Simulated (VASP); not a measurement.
Wanted: the native input for a VASP 6.6.1 run.

* Task: single point
* Functional: RPBE
* Potentials or basis: VASP PAW PBE potentials, release 64 (Ni)
* Cutoff: 520 eV
* k mesh: 12 × 12 × 7
* Occupations: fermi-dirac, width 0.05 eV
* Spin: collinear spin, ferromagnetic start
* Starting moments: [1.0, 1.0] μB
* Dipole correction: no
* Further INCAR settings: ALGO = Fast; EDIFF = 1e-07; NBANDS = 21

The structure of Ni lies in POSCAR:

```
Ni
1.0
    2.5132446848      0.0000000000      0.0000000000
   -1.2566223424      2.1765337430      0.0000000000
    0.0000000000      0.0000000000      4.1162340324
Ni
2
Direct
    0.6666666667      0.3333333333      0.7500000000
    0.3333333333      0.6666666667      0.2500000000
```

This isn't the form of Ni at room conditions, which is fcc.

One way to write it, as run:

INCAR

```
  PREC = Accurate
  ENCUT = 520
  EDIFF = 1E-7
  ISMEAR = -1
  SIGMA = 0.05
  LREAL = False
  LASPH = True
  NELM = 150
  ALGO = Fast
  ISIF = 2
  LWAVE = False
  LCHARG = True
  ISPIN = 2
  MAGMOM = 1 1
  LORBIT = 11
  LMAXMIX = 4
  GGA = RP
  LELF = True
  LVHAR = True
  NBANDS = 21
```

KPOINTS

```
regular mesh
0
Gamma
  12 12 7
```

Potentials or basis: VASP PAW PBE potentials, release 64 (Ni).

Run with:

```console
$ cat potpaw_PBE.64/Ni/POTCAR > POTCAR
$ mpirun -np 1 vasp_std > vasp.out
```

It gave:

The pressure is 0.1 GPa and the net moment is 1.33 μB per cell. The site moments are Ni +0.68 μB and the valence electrons inside the program's atomic spheres are Ni 9.24.

Caveat: the PAW data sets were made with another functional, which shifts forces and pressure a little.

Run time: 38 s on 1 thread of AMD EPYC 9R45 96-Core Processor (Zen 5), on a shared host, peak memory 0.14 GiB.
